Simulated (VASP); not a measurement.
**Y2CF2: single point with PBE**

Y2CF2:

```
CELL_PARAMETERS angstrom
3.65822 0.00000 0.00000
-1.82911 3.16812 0.00000
0.00000 0.00000 6.48053
ATOMIC_POSITIONS crystal
Y 0.33333 0.66667 0.20953
Y 0.66667 0.33333 0.79047
C 0.00000 0.00000 0.00000
F 0.33333 0.66667 0.61845
F 0.66667 0.33333 0.38155
```

- Program: VASP 6.6.1
- Task: single point
- Functional: PBE
- Potentials or basis: VASP PAW PBE potentials, release 64 (Y_sv, C, F)
- Cutoff: 520 eV
- k mesh: 12 × 12 × 4
- Occupations: fermi-dirac, width 0.02 eV
- Spin: no spin polarisation
- Dipole correction: no
- Further INCAR settings: ALGO = Normal; EDIFF = 1e-06; NBANDS = 28

* Pressure: -0.2 GPa
* Largest force: 0.007 eV/Å
* Band gap on the k mesh: 1.13 eV, indirect (least direct gap 1.29 eV)

Forces on the atoms (eV/Å):
```
Y    0.000  0.000 -0.007
Y    0.000  0.000  0.007
C    0.000  0.000  0.000
F    0.000  0.000 -0.005
F    0.000  0.000  0.005
```

Levels at points of the mesh, in eV from the valence-band top:
```
           k point  band 17  band 18  band 19  band 20  band 21  band 22  band 23  band 24
(0.00, 0.00, 0.00)    -5.84    -1.26    -0.01    -0.01     2.99     2.99     3.10     3.89
(0.50, 0.00, 0.00)    -5.46    -1.55    -0.42    -0.16     1.13     4.36     4.79     5.30
(0.00, 0.00, 0.50)    -5.33    -1.47     0.00     0.00     3.09     3.09     3.27     4.20
(0.50, 0.00, 0.50)    -5.48    -1.38    -0.50    -0.19     1.54     4.17     5.31     5.43
```

It took 87 s on 1 thread of AMD EPYC 9R45 96-Core Processor (Zen 5), on a shared host, peak memory 0.26 GiB.

A k mesh can miss the band edges. As with any semilocal functional, this PBE gap is likely too small.
